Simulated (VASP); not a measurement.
Here is a VASP 6.6.1 calculation.

The input INCAR:

```
AGGAC = 0.0 ; ALDAC = 0.0
ALGO = Normal ; EDIFF = 1E-6
ENCUT = 1330 ; GGA = PE
GGA_COMPAT = False ; ISIF = 2
ISMEAR = -1 ; LASPH = True
LCHARG = False ; LREAL = False
LWAVE = False ; NBANDS = 26
NELM = 120 ; PREC = Accurate
SIGMA = 0.05
```

Contents of KPOINTS:

```
k-points
0
Gamma
  10 10 5
```

POSCAR

```
GaN
1.0
    3.2423687753      0.0000000000      0.0000000000
   -1.6211843877      2.8079737278      0.0000000000
    0.0000000000      0.0000000000      5.2673198406
Ga N
2 2
Direct
    0.6666666667      0.3333333333      0.5000000000
    0.3333333333      0.6666666667      0.0000000000
    0.6666666667      0.3333333333      0.8750000000
    0.3333333333      0.6666666667      0.3750000000
```

Potentials or basis: VASP PAW PBE potentials, release 64 (Ga_d, N_h).

The run is started by

```console
$ cat potpaw_PBE.64/Ga_d/POTCAR potpaw_PBE.64/N_h/POTCAR > POTCAR
$ mpirun -np 1 vasp_std > vasp.out
```

What does it give for the largest force?

0.116 eV/Å.

Predict the pressure.

14.8 GPa.

What does it give for the band gap on the k mesh?

1.66 eV.

Forces on the atoms (eV/Å):
```
Ga   0.000  0.000 -0.116
Ga   0.000  0.000 -0.116
N    0.000  0.000  0.116
N    0.000  0.000  0.116
```

Caveat: the cell stands under pressure.
